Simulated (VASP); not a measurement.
# ZrH (P4_2/mmc) in VASP: a series of runs

The runs below take ZrH through relaxation of cell and atoms, single point, with r2SCAN.

All numbers are computed with VASP 6.6.1; they aren't measurements. Logs are shortened: lines on timing, memory, paths and dates and some standing lists are left out, and cuts for length are marked.

### Step 1. The cell of the first run

It takes space group P4_2/mmc (No. 131, tetragonal). Conventional cell: a = 3.243 Å, b = 3.243 Å, c = 4.948 Å, α = 90.00°, β = 90.00°, γ = 90.00°. Within 2.7 Å of Zr (site symmetry mmm) lie 4 H at 2.04 Å. H (site symmetry -4m2) has 4 Zr at 2.04 Å and 2 H at 2.47 Å within 2.7 Å.

### Step 2. Relaxation of cell and atoms, r2SCAN

POSCAR

```
ZrH
1.0
    3.2427917000      0.0000000000      0.0000000000
    0.0000000000      3.2427917000      0.0000000000
    0.0000000000      0.0000000000      4.9480000000
Zr H
2 2
Direct
    0.0000000000      0.5000000000      0.0000000000
    0.5000000000      0.0000000000      0.5000000000
    0.0000000000      0.0000000000      0.7500000000
    0.0000000000      0.0000000000      0.2500000000
```

INCAR.step1

```
SYSTEM = ZrH
  PREC = Accurate
  ENCUT = 600
  ISMEAR = -1
  SIGMA = 0.1
  LREAL = .False.
  LASPH = .True.
  NELM = 100
  GGA = PE
  ALGO = Normal
  EDIFF = 1E-4
  LWAVE = .True.
  LCHARG = .False.
```

INCAR.step2

```
SYSTEM = ZrH
  PREC = Accurate
  ENCUT = 600
  EDIFF = 1E-6
  ISMEAR = -1
  SIGMA = 0.1
  LREAL = .False.
  LASPH = .True.
  NELM = 100
  ALGO = Normal
  ISIF = 3
  LWAVE = .False.
  LCHARG = .False.
  METAGGA = R2SCAN
  LMIXTAU = .True.
  IBRION = 2
  NSW = 80
  EDIFFG = -0.01
  ISTART = 1
```

KPOINTS

```
Automatic mesh
0
Gamma
  10 10 7
  0 0 0
```

Potentials or basis: VASP PAW PBE potentials, release 64 (Zr_sv, H).

Started as:

```bash
> cat potpaw_PBE.64/Zr_sv/POTCAR potpaw_PBE.64/H/POTCAR > POTCAR
> cp INCAR.step1 INCAR
> mpirun -np 1 vasp_std > vasp.out
> cp INCAR.step2 INCAR
> mpirun -np 1 vasp_std > vasp.out
```

OUTCAR:

```text
SYSTEM = ZrH
   PREC = Accurate
   ENCUT = 600
   EDIFF = 1E-6
   ISMEAR = -1
   LREAL = .False.
   LASPH = .True.
   NELM = 100
   ISIF = 3
   METAGGA = R2SCAN
   IBRION = 2
   NSW = 80
   EDIFFG = -0.01
   ISTART = 1

 ion  position               nearest neighbor table
   1  0.000  0.500  0.000-   3 2.04   4 2.04   3 2.04   4 2.04   2 3.37   2 3.37   2 3.37   2 3.37
                             2 3.37   2 3.37   2 3.37   2 3.37
   2  0.500  0.000  0.500-   3 2.04   4 2.04   3 2.04   4 2.04   1 3.37   1 3.37   1 3.37   1 3.37
                             1 3.37   1 3.37   1 3.37   1 3.37
   3  0.000  0.000  0.750-   1 2.04   2 2.04   1 2.04   2 2.04
   4  0.000  0.000  0.250-   1 2.04   2 2.04   1 2.04   2 2.04

  LATTYP: Found a simple tetragonal cell.
 ALAT       =     3.2427917000
 C/A-ratio  =     1.5258457705

  Lattice vectors:

 A1 = (   3.2427917000,   0.0000000000,   0.0000000000)
 A2 = (   0.0000000000,   3.2427917000,   0.0000000000)
 A3 = (   0.0000000000,   0.0000000000,   4.9480000000)

Analysis of symmetry for initial positions (statically):
=====================================================================
 Subroutine PRICEL returns:
 Original cell was already a primitive cell.

 Routine SETGRP: Setting up the symmetry group for a
 simple tetragonal supercell.

 Subroutine GETGRP returns: Found 16 space group operations
 (whereof  8 operations were pure point group operations)
 out of a pool of 16 trial point group operations.

The static configuration has the point symmetry D_2h.
 The point group associated with its full space group is D_4h.

Analysis of symmetry for dynamics (positions and initial velocities):
=====================================================================
 Subroutine PRICEL returns:
 Original cell was already a primitive cell.

 Routine SETGRP: Setting up the symmetry group for a
 simple tetragonal supercell.

 Subroutine GETGRP returns: Found 16 space group operations
 (whereof  8 operations were pure point group operations)
 out of a pool of 16 trial point group operations.

The dynamic configuration has the point symmetry D_2h.
 The point group associated with its full space group is D_4h.

 Subroutine INISYM returns: Found 16 space group operations
 (whereof  8 operations are pure point group operations),
 and found     1 'primitive' translations

----------------------------------------------------------------------------------------

                                     Primitive cell

[... 100 lines left out ...]
   ISIF   =      3    stress and relaxation
   ISYM   =      2    0-nonsym 1-usesym 2-fastsym
   POTIM  = 0.5000    time-step for ionic-motion
   TEBEG  =    0.0;   TEEND  =   0.0 temperature during run
   PSTRESS=    0.0 pullay stress
   NELECT =      26.0000    total number of electrons
   NUPDOWN=      -1.0000    fix difference up-down
   EMIN   =  10.00;   EMAX   =-10.00  energy-range for DOS
   EFERMI =   0.00;   METHOD = LEGACY
   ISMEAR =    -1;   SIGMA  =   0.10  broadening in eV -4-tet -1-fermi 0-gaus
   EFERMI_NEDOS =   21; number of points for ismear=-14 and -15
   IALGO  =     38    algorithm
   IMIX   =      4    mixing-type and parameters
     AMIX     =   0.40;   BMIX     =  1.00
     AMIX_MAG =   1.60;   BMIX_MAG =  1.00
  volume/ion in A,a.u.               =      13.01        87.78
  Fermi-wavevector in a.u.,A,eV,Ry     =   1.299102  2.454947 22.962100  1.687667
  Thomas-Fermi vector in A             =   2.430388
   LORBIT       =      0    0 simple, 1 ext, 2 COOP (PROOUT), +10 PAW based schemes
   METAGGA = R2SCAN    functional components
   LHFCALC =     F    Hartree Fock is set to
   AEXX    =    0.0000 exact exchange contribution
   IVDW    =     0    specifies the selected vdW correction
   LEPSILON=     F    determine dielectric tensor
   LRPA    =     F    only Hartree local field effects (RPA)
 conjugate gradient relaxation of ions
 non-spin polarized calculation
  energy-cutoff  :      600.00
  volume of cell :       52.03
 maximum number of plane-waves:      1771
 NGX is ok and might be reduce to    28
   NGX = 13   NGY = 13   NGZ = 19

--------------------------------------- Ionic step        1  -------------------------------------------

 number of electron      26.0000002 magnetization

 Free energy of the ion-electron system (eV)
  ---------------------------------------------------
  ext. energy  EPLUGINS =         0.00000000
  ---------------------------------------------------
  free energy    TOTEN  =       -54.41582705 eV

  energy without entropy =      -54.35519372  energy(sigma->0) =      -54.38551039

------------------------ aborting loop because EDIFF is reached ----------------------------------------

  FORCE on cell =-STRESS in cart. coord.  units (eV):
  Direction    XX          YY          ZZ          XY          YZ          ZX
  --------------------------------------------------------------------------------------
  -------------------------------------------------------------------------------------
  Total        0.3246911      0.3246911      0.4121828     -0.0000000      0.0000000      0.0000000
  in kB        9.9980000      9.9980000     12.6920769     -0.0000000      0.0000000      0.0000000
  external PRESSURE =      10.8960257 kB  Pullay stress =       0.0000000 kB
[... 63 lines left out ...]
--------------------------------------- Ionic step        3  -------------------------------------------

 number of electron      26.0000002 magnetization

 Free energy of the ion-electron system (eV)
  ---------------------------------------------------
  ext. energy  EPLUGINS =         0.00000000
  ---------------------------------------------------
  free energy    TOTEN  =       -54.41740653 eV

  energy without entropy =      -54.35651832  energy(sigma->0) =      -54.38696243

 E-fermi :   8.2331     XC(G=0): -11.8070

 val. band max:        8.2269678153   @ k =   0.3000   0.2000   0.4286
 cond. band min:       8.2397048110   @ k =   0.4000   0.1000   0.4286
 fundamental gap:      0.0127369957
 Fermi energy:         8.2330793165

 k-point     1 :       0.0000    0.0000    0.0000
  band No.  band energies     occupation
      1     -42.5037      2.00000
      2     -42.3934      2.00000
      3     -20.1713      2.00000
      4     -19.6762      2.00000
      5     -19.6762      2.00000
      6     -19.4639      2.00000
[... 457 lines left out ...]
      4     -19.8322      2.00000
      5     -19.6586      2.00000
      6     -19.6415      2.00000
[... 9 lines left out ...]
     16      10.8628      0.00000
     17      11.2485      0.00000

 [... further k-points ...]
[... 5 lines left out ...]
  --------------------------------------------------------------------------------------
  -------------------------------------------------------------------------------------
  Total       -0.0130491     -0.0130491      0.0199189     -0.0000000      0.0000000      0.0000000
  in kB       -0.3982697     -0.3982697      0.6079421     -0.0000000      0.0000000      0.0000000
  external PRESSURE =      -0.0628658 kB  Pullay stress =       0.0000000 kB
[... 19 lines left out ...]
  FREE ENERGIE OF THE ION-ELECTRON SYSTEM (eV)
  ---------------------------------------------------
  free  energy   TOTEN  =       -54.4174065302 eV

  energy  without entropy=      -54.3565183243  energy(sigma->0) =      -54.38696243

 reached required accuracy - stopping structural energy minimisation
```

Run time: 15 min. Hardware: 1 thread of Intel Xeon 8259CL, shared host; peak memory 0.25 GiB.

Results:

```
Free energy                           : -54.4174 eV
Relaxed volume                        : 13.12 Å³/atom
Relaxed cell                          : a = 3.252 Å, b = 3.252 Å, c = 4.965 Å, α = 90.00°, β = 90.00°, γ = 90.00°
Space group after relaxing (to 0.1 Å) : P4_2/mmc (No. 131)
Energy gained by relaxing             : 0.4 meV/atom
Ionic steps                           : 3
Pressure after relaxing               : 0.0 GPa
Band gap on the k mesh                : zero (bands 13 and 14 overlap by 0.80 eV)
```

The path:
```tsv
step	energy change (eV)	largest force (eV/Å)	pressure (GPa)	volume (Å³)
1	0.0000	0.0000	1.09	52.03
2	-0.0013	0.0000	-0.47	52.70
3	-0.0016	0.0000	-0.01	52.49
```

Final structure:
```xyz
4
Lattice="3.2516 0.0000 0.0000 0.0000 3.2516 0.0000 0.0000 0.0000 4.9650" Properties=species:S:1:pos:R:3 pbc="T T T"
Zr    0.0000    1.6258    0.0000
Zr    1.6258    0.0000    2.4825
H     0.0000    0.0000    3.7238
H     0.0000    0.0000    1.2413
```

Levels at points of the mesh, in eV from the Fermi level:
| k point | band 10 | band 11 | band 12 | band 13 | band 14 | band 15 | band 16 | band 17 |
| --- | --- | --- | --- | --- | --- | --- | --- | --- |
| (0.00, 0.00, 0.00) | -4.01 | -3.13 | -3.10 | 0.12 | 0.80 | 0.80 | 2.48 | 3.57 |
| (0.50, 0.00, 0.00) | -5.85 | -2.18 | -0.86 | -0.61 | -0.22 | 1.85 | 2.08 | 2.47 |
| (0.50, 0.50, 0.00) | -4.44 | -3.03 | -3.03 | -2.01 | 2.76 | 4.21 | 4.54 | 4.54 |

Caveat: the PAW data sets were made with another functional, which shifts forces and pressure a little. Zero-point motion and thermal expansion aren't in these numbers.

### Step 3. Single point, r2SCAN

This run uses another cell than the first one, of 12.34 Å³/atom.

POSCAR

```
ZrH
1.0
    3.1836263300      0.0000000000      0.0000000000
    0.0000000000      3.1836263300      0.0000000000
    0.0000000000      0.0000000000      4.8687031700
Zr H
2 2
Direct
    0.0000000000      0.5000000000      0.0000000000
    0.5000000000      0.0000000000      0.5000000000
    0.0000000000      0.0000000000      0.7500000000
    0.0000000000      0.0000000000      0.2500000000
```

INCAR.step1

```
SYSTEM = ZrH
PREC = Accurate
ENCUT = 520
ISMEAR = -1
SIGMA = 0.1
LREAL = .FALSE.
LASPH = .TRUE.
NELM = 100
NBANDS = 21
GGA = PE
ALGO = Normal
EDIFF = 1E-4
LWAVE = .TRUE.
LCHARG = .FALSE.
```

INCAR.step2

```
SYSTEM = ZrH
PREC = Accurate
ENCUT = 520
EDIFF = 1E-6
ISMEAR = -1
SIGMA = 0.1
LREAL = .FALSE.
LASPH = .TRUE.
NELM = 100
ALGO = Normal
ISIF = 2
LWAVE = .FALSE.
LCHARG = .TRUE.
METAGGA = R2SCAN
LMIXTAU = .TRUE.
LELF = .TRUE.
LVHAR = .TRUE.
NBANDS = 21
ISTART = 1
```

KPOINTS

```
regular mesh
0
G
  10 10 7
  0 0 0
```

Potentials or basis: VASP PAW PBE potentials, release 64 (Zr_sv, H).

Started as:

```bash
> cat potpaw_PBE.64/Zr_sv/POTCAR potpaw_PBE.64/H/POTCAR > POTCAR
> cp INCAR.step1 INCAR
> mpirun -np 1 vasp_std > vasp.out
> cp INCAR.step2 INCAR
> mpirun -np 1 vasp_std > vasp.out
```

It took 3.5 min on 1 thread of Intel Xeon Platinum 8375C at 2.90GHz (Ice Lake), shared host; peak memory 0.21 GiB.

Results (log left out):

- Free energy: -54.3413 eV
- Pressure: 8.2 GPa
- Band gap on the k mesh: zero (bands 13 and 14 overlap by 0.86 eV)

Stress tensor (GPa, compression positive):
```
7.95 0.00 0.00
0.00 7.95 0.00
0.00 0.00 8.80
```

Levels at points of the mesh, in eV from the Fermi level:
| k point | band 10 | band 11 | band 12 | band 13 | band 14 | band 15 | band 16 | band 17 |
| --- | --- | --- | --- | --- | --- | --- | --- | --- |
| (0.00, 0.00, 0.00) | -3.94 | -3.34 | -3.28 | 0.10 | 0.83 | 0.83 | 2.64 | 3.84 |
| (0.50, 0.00, 0.00) | -6.04 | -2.15 | -0.92 | -0.65 | -0.28 | 1.95 | 2.19 | 2.64 |
| (0.50, 0.50, 0.00) | -4.31 | -3.28 | -3.28 | -2.20 | 3.09 | 4.52 | 4.89 | 4.89 |

Caveat: the cell stands under pressure; the PAW data sets were made with another functional, which shifts forces and pressure a little.

### Step 4. Single point, r2SCAN

This run uses another cell than the first one, of 12.60 Å³/atom.

POSCAR

```
ZrH
1.0
    3.2060469700      0.0000000000      0.0000000000
    0.0000000000      3.2060469700      0.0000000000
    0.0000000000      0.0000000000      4.9029909400
Zr H
2 2
Direct
    0.0000000000      0.5000000000      0.0000000000
    0.5000000000      0.0000000000      0.5000000000
    0.0000000000      0.0000000000      0.7500000000
    0.0000000000      0.0000000000      0.2500000000
```

INCAR.step1

```
  PREC = Accurate
  ENCUT = 520
  ISMEAR = -1
  SIGMA = 0.1
  LREAL = F
  LASPH = T
  NELM = 100
  NBANDS = 21
  GGA = PE
  ALGO = Normal
  EDIFF = 1E-4
  LWAVE = T
  LCHARG = F
```

INCAR.step2

```
  PREC = Accurate
  ENCUT = 520
  EDIFF = 1E-6
  ISMEAR = -1
  SIGMA = 0.1
  LREAL = F
  LASPH = T
  NELM = 100
  ALGO = Normal
  ISIF = 2
  LWAVE = F
  LCHARG = F
  METAGGA = R2SCAN
  LMIXTAU = T
  NBANDS = 21
  ISTART = 1
```

KPOINTS

```
regular mesh
0
Gamma
  10 10 7
```

Started as:

```bash
> cat potpaw_PBE.64/Zr_sv/POTCAR potpaw_PBE.64/H/POTCAR > POTCAR
> cp INCAR.step1 INCAR
> mpirun -np 1 vasp_std > vasp.out
> cp INCAR.step2 INCAR
> mpirun -np 1 vasp_std > vasp.out
```

It took 3.6 min on 1 thread of Intel Xeon Platinum 8375C at 2.90GHz (Ice Lake), shared host; peak memory 0.21 GiB.

The run converged. Its results:

```yaml
Free_energy: -54.3859 eV
Pressure: 5.2 GPa
Band_gap_on_the_k_mesh: zero (bands 13 and 14 overlap by 0.83 eV)
```

Stress tensor (GPa, compression positive):
```
5.02 0.00 0.00
0.00 5.02 0.00
0.00 0.00 5.54
```

Levels at points of the mesh, in eV from the Fermi level:
```csv
k point,band 10,band 11,band 12,band 13,band 14,band 15,band 16,band 17
"(0.00, 0.00, 0.00)",-3.97,-3.26,-3.22,0.10,0.82,0.82,2.58,3.75
"(0.50, 0.00, 0.00)",-5.98,-2.16,-0.90,-0.64,-0.26,1.92,2.15,2.59
"(0.50, 0.50, 0.00)",-4.36,-3.19,-3.19,-2.14,2.98,4.41,4.77,4.77
```

Caveat: the cell stands under pressure; the PAW data sets were made with another functional, which shifts forces and pressure a little.

### Step 5. Summary

```csv
task,cell,cutoff (eV),gap on the mesh (eV),pressure (GPa)
relaxation of cell and atoms,"relaxed from a = 3.243, b = 3.243, c = 4.948 Å, 4 atoms",600,none,0.0
single point,"a = 3.184, b = 3.184, c = 4.869 Å, 4 atoms",520,none,8.2
single point,"a = 3.206, b = 3.206, c = 4.903 Å, 4 atoms",520,none,5.2
```

Alike in all rows: level r2SCAN; potentials or basis VASP PAW PBE potentials, release 64 (Zr_sv, H); no spin polarisation; k mesh 10 × 10 × 7; smearing fermi-dirac 0.1 eV.

Caveats: the PAW data sets were made with another functional, which shifts forces and pressure a little; the cell stands under pressure (at least some runs).

Absolute energies hang on the potentials; compare differences alone.
